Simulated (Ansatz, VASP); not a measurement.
TiO2: VASP beside Ansatz

Contents of INCAR:

```
SYSTEM = TiO2
PREC = Accurate ; ENCUT = 520
EDIFF = 1E-6 ; ISMEAR = 0
SIGMA = 0.02 ; LREAL = .FALSE.
LASPH = .TRUE. ; NELM = 80
ALGO = Normal ; ISIF = 2
LWAVE = .FALSE. ; LCHARG = .FALSE.
GGA = PS ; NBANDS = 33
```

File KPOINTS:

```
Automatic mesh
0
G
  6 6 10
  0 0 0
```

File POSCAR:

```
TiO2
1.0
    4.5915991500      0.0000000000      0.0000000000
    0.0000000000      4.5915991500      0.0000000000
    0.0000000000      0.0000000000      2.9390735211
Ti O
2 4
Direct
    0.0000000000      0.0000000000      0.0000000000
    0.5000000000      0.5000000000      0.5000000000
    0.3044221961      0.3044221961      0.0000000000
    0.1955778039      0.8044221961      0.5000000000
    0.6955778039      0.6955778039      0.0000000000
    0.8044221961      0.1955778039      0.5000000000
```

Input for Ansatz:

```yaml
crystal:
  lattice:
    - [4.59159915, 0.0, 0.0]
    - [0.0, 4.59159915, 0.0]
    - [0.0, 0.0, 2.9390735211]
  atoms:
    - { symbol: Ti, position: [0.0, 0.0, 0.0] }
    - { symbol: Ti, position: [0.5, 0.5, 0.5] }
    - { symbol: O, position: [0.3044221961, 0.3044221961, 0.0] }
    - { symbol: O, position: [0.1955778039, 0.8044221961, 0.5] }
    - { symbol: O, position: [0.6955778039, 0.6955778039, 0.0] }
    - { symbol: O, position: [0.8044221961, 0.1955778039, 0.5] }
basis: {}
kpoints:
  mp_grid: { grid: [6, 6, 10] }
hamiltonian:
  xc: pbesol
  pseudopotentials: { kind: all_electron, lapw: {} }
scf:
  occupations: { method: gaussian, width: 0.02 }
output:
  forces: true
  stress: true
  eigenvalues: true
```

Alike in both runs: task single point; functional PBEsol; k mesh 6 × 6 × 10; occupations gaussian, width 0.02 eV; no spin polarisation.

|  | VASP | Ansatz |
| --- | --- | --- |
| version | VASP 6.6.1 | Ansatz 0.2.0 |
| potentials or method | VASP PAW PBE potentials, release 64 (Ti_sv, O), cutoff 520 eV | scalar-relativistic, all-electron LAPW |

Ansatz gave:

- gap on the k mesh at the Fermi level (eV): 1.86
- least direct gap on the mesh (eV): 1.86
- pressure (GPa): -0.1
- traceless stress, the component that is largest in VASP (GPa): -0.01
- rms of the force components (eV/Å): 0.002

**Question.** What did VASP give for the same quantities?

**Answer.** gap on the k mesh at the Fermi level (eV): 1.84; least direct gap on the mesh (eV): 1.84; pressure (GPa): 0.6; traceless stress, the component that is largest in VASP (GPa): 0.20; rms of the force components (eV/Å): 0.010.

VASP's potentials were made for PBE, not for PBEsol. Atom by atom the forces differ by 0.013 eV/Å (rms over components). Ansatz ran all-electron here, and VASP with PAW potentials.
